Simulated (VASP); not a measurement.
TaAl2: relaxation of cell and atoms with PBE

Crystal: TaAl2.

```xyz
3
Lattice="3.6288 0.0000 0.0000 -1.8144 3.1426 0.0000 0.0000 0.0000 3.9434" Properties=species:S:1:pos:R:3 pbc="T T T"
Ta    0.0000    0.0000    0.0000
Al    0.0000    2.0951    1.9717
Al    1.8144    1.0475    1.9717
```

```json
{
  "Program": "VASP 6.6.1",
  "Task": "relaxation of cell and atoms",
  "Functional": "PBE",
  "Potentials or basis": "VASP PAW PBE potentials, release 64 (Ta_pv, Al)",
  "Cutoff": "600 eV",
  "k mesh": "6 × 6 × 4",
  "Occupations": "gaussian, width 0.1 eV",
  "Spin": "no spin polarisation",
  "Dipole correction": "no",
  "Further INCAR settings": "ALGO = Normal; EDIFF = 1e-06; IBRION = 2; EDIFFG = -0.04; NSW = 90; ISIF = 3"
}
```

* Relaxed volume: 16.24 Å³/atom
* Relaxed cell: a = 4.451 Å, b = 4.451 Å, c = 2.840 Å, α = 90.00°, β = 90.00°, γ = 120.00°
* Space group after relaxing (to 0.05 Å): P6/mmm (No. 191)
* Energy gained by relaxing: 1158.5 meV/atom
* Ionic steps: 15
* Pressure after relaxing: 0.0 GPa

Stress tensor (GPa, compression positive):
```
 0.09  0.00  0.00
 0.00  0.09  0.00
 0.00  0.00 -0.03
```

Step by step:
```tsv
step	energy change (eV)	largest force (eV/Å)	pressure (GPa)	volume (Å³)
1	0.0000	0.0000	31.52	44.97
2	-1.5239	0.0000	-19.62	64.92
3	-2.0685	0.0000	-9.66	56.44
4	-2.7026	0.0000	-1.91	50.53
5	-3.0830	0.0000	5.53	47.23
6	-2.4924	0.0000	40.20	40.45
7	-3.2157	0.0000	11.25	45.45
8	-3.2245	0.0000	13.99	44.75
9	-3.2919	0.0000	13.54	45.17
10	-3.3338	0.0000	13.07	45.04
11	-3.4686	0.0000	2.32	47.96
12	-3.4736	0.0000	-0.05	48.73
13	-3.4736	0.0000	0.18	48.66
14	-3.4747	0.0000	0.11	48.69
15	-3.4754	0.0000	0.05	48.72
```

Final structure:
```cif
data_structure
_symmetry_space_group_name_H-M 'P 1'
_symmetry_Int_Tables_number 1
_cell_length_a 4.4506
_cell_length_b 4.4506
_cell_length_c 2.8404
_cell_angle_alpha 90.000
_cell_angle_beta 90.000
_cell_angle_gamma 120.000
_cell_volume 48.72
loop_
_atom_site_label
_atom_site_type_symbol
_atom_site_fract_x
_atom_site_fract_y
_atom_site_fract_z
_atom_site_occupancy
Ta1 Ta 0.00000 0.00000 0.00000 1
Al1 Al 0.33333 0.66667 0.50000 1
Al2 Al 0.66667 0.33333 0.50000 1
```

Levels at points of the mesh, in eV from the Fermi level:
```tsv
k point	band 6	band 7	band 8	band 9	band 10	band 11	band 12
(0.00, 0.00, 0.00)	-3.82	-2.68	-0.87	0.68	0.68	3.14	3.14
(0.50, 0.00, 0.00)	-3.97	-3.02	-0.75	-0.36	2.44	2.97	4.88
(0.00, 0.00, 0.50)	-2.58	-2.58	-0.68	-0.68	1.05	1.05	2.12
(0.50, 0.00, 0.50)	-3.47	-3.23	-3.22	0.51	1.18	2.61	2.81
```

Run time: 5.3 min on 1 thread of AMD EPYC 7R13 (shared host), peak memory 0.16 GiB.

Caveat: the k points lie up to 0.55 Å⁻¹ apart in the final cell; spin-orbit coupling is left out, which moves the levels of the heavy elements.
